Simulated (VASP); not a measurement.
**Al3GaN4: single point with r2SCAN**

The system is Al3GaN4.

```xyz
8
Lattice="4.3672 0.0000 0.0000 0.0000 4.3672 0.0000 0.0000 0.0000 4.3672" Properties=species:S:1:pos:R:3 pbc="T T T"
Al    2.1836    2.1836    0.0000
Al    2.1836    0.0000    2.1836
Al    0.0000    2.1836    2.1836
Ga    0.0000    0.0000    0.0000
N     3.2511    3.2511    1.1161
N     3.2511    1.1161    3.2511
N     1.1161    3.2511    3.2511
N     1.1161    1.1161    1.1161
```

| Quantity | Value |
| --- | --- |
| Program | VASP 6.6.1 |
| Task | single point |
| Functional | r2SCAN |
| Potentials or basis | VASP PAW PBE potentials, release 64 (Al, Ga_d, N_h) |
| Cutoff | 910 eV |
| k mesh | 6 × 6 × 6 |
| Occupations | gaussian, width 0.02 eV |
| Spin | no spin polarisation |

```json
{"Pressure": "4.9 GPa", "Largest force": "0.080 eV/Å", "Band gap on the k mesh": "4.03 eV"}
```

Forces on the atoms (eV/Å):
```
Al   0.000  0.000  0.000
Al   0.000  0.000  0.000
Al   0.000  0.000  0.000
Ga   0.000  0.000  0.000
N   -0.046 -0.046  0.046
N   -0.046  0.046 -0.046
N    0.046 -0.046 -0.046
N    0.046  0.046  0.046
```

Levels at points of the mesh, in eV from the valence-band top:
```csv
k point,band 17,band 18,band 19,band 20,band 21,band 22,band 23,band 24,band 25,band 26
"(0.00, 0.00, 0.00)",-2.07,-2.07,0.00,0.00,0.00,4.03,4.03,4.03,4.30,7.94
"(0.50, 0.00, 0.00)",-2.66,-1.28,-1.28,-0.96,-0.96,6.39,6.44,6.84,6.84,9.53
"(0.50, 0.50, 0.00)",-2.61,-0.90,-0.58,-0.53,-0.53,8.25,8.40,8.40,8.64,8.96
"(0.50, 0.50, 0.50)",-0.64,-0.64,-0.36,-0.36,-0.36,6.40,8.01,8.01,8.01,10.55
```

It took 14 min on 1 thread of AMD EPYC 7R43 64-Core Processor (Zen 3), on a shared host, peak memory 0.39 GiB.

Caveat: the cutoff is under 1.25 times the usual one of these potentials, so pressure, stress and relaxed cells hold a basis-set (Pulay) error; the cell stands under pressure; the PAW data sets were made with another functional, which shifts forces and pressure a little. A k mesh can miss the band edges.
